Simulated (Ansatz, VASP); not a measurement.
This is a calculation of BaTiO3 for Ansatz 0.2.0.

input.yaml

```yaml
crystal:
  lattice:
    - [3.9998, 0.0, 0.0]
    - [0.0, 3.9998, 0.0]
    - [0.0, 0.0, 4.018]
  atoms:
    - { symbol: Ba, position: [0.0, 0.0, 0.0] }
    - { symbol: Ti, position: [0.5, 0.5, 0.49] }
    - { symbol: O, position: [0.0, 0.5, 0.517] }
    - { symbol: O, position: [0.5, 0.0, 0.517] }
    - { symbol: O, position: [0.5, 0.5, 0.019] }
hamiltonian:
  xc: pbe
  pseudopotentials: { kind: paw }
kpoints:
  mp_grid: { grid: [4, 4, 4] }
scf:
  occupations: { method: fermi_dirac, width: 0.05 }
output:
  forces: true
  stress: true
  eigenvalues: true
```

Potentials or basis: Ansatz PAW.

Launch:

```sh
$ ansatz run input.yaml --threads 2 --pin off --max-ram 5120MiB --backend cpu --events-out ev --progress --plain --runs-dir out
```

Set up the same calculation for VASP 6.6.1. Potentials there: VASP PAW PBE potentials, release 64 (Ba_sv, Ti_sv, O).

As run (the cutoff follows the program's own potentials):

File INCAR:

```
SYSTEM = BaTiO3
PREC = Accurate ; ENCUT = 520
EDIFF = 1E-6 ; ISMEAR = -1
SIGMA = 0.05 ; LREAL = .FALSE.
LASPH = .TRUE. ; NELM = 100
ALGO = Normal ; ISIF = 2
LWAVE = .FALSE. ; LCHARG = .TRUE.
GGA = PE ; LELF = .TRUE.
LVHAR = .TRUE. ; NBANDS = 28
```

File KPOINTS:

```
Automatic mesh
0
G
  4 4 4
  0 0 0
```

The input POSCAR:

```
BaTiO3
1.0
    3.9998000000      0.0000000000      0.0000000000
    0.0000000000      3.9998000000      0.0000000000
    0.0000000000      0.0000000000      4.0180000000
Ba Ti O
1 1 3
Direct
    0.0000000000      0.0000000000      0.0000000000
    0.5000000000      0.5000000000      0.4900000000
    0.0000000000      0.5000000000      0.5170000000
    0.5000000000      0.0000000000      0.5170000000
    0.5000000000      0.5000000000      0.0190000000
```

Potentials or basis: VASP PAW PBE potentials, release 64 (Ba_sv, Ti_sv, O).

Command:

```sh
$ cat potpaw_PBE.64/Ba_sv/POTCAR potpaw_PBE.64/Ti_sv/POTCAR potpaw_PBE.64/O/POTCAR > POTCAR
$ mpirun -np 1 vasp_std > vasp.out
```

Both were run:

|  | VASP | Ansatz | Ansatz less VASP |
| --- | --- | --- | --- |
| gap on the k mesh at the Fermi level (eV) | 1.76 | 1.83 | +0.066 |
| least direct gap on the mesh (eV) | 2.05 | 2.08 | +0.027 |
| pressure (GPa) | 4.2 | 2.4 | -1.79 |
| traceless stress, the component that is largest in VASP (GPa) | 0.66 | 0.63 | -0.036 |
| rms of the force components (eV/Å) | 0.101 | 0.110 | +0.0091 |

Atom by atom the forces differ by 0.016 eV/Å (rms over components). The functional is the same, so the differences come from potentials, cutoffs and numerics.

Spin-orbit coupling is off throughout.
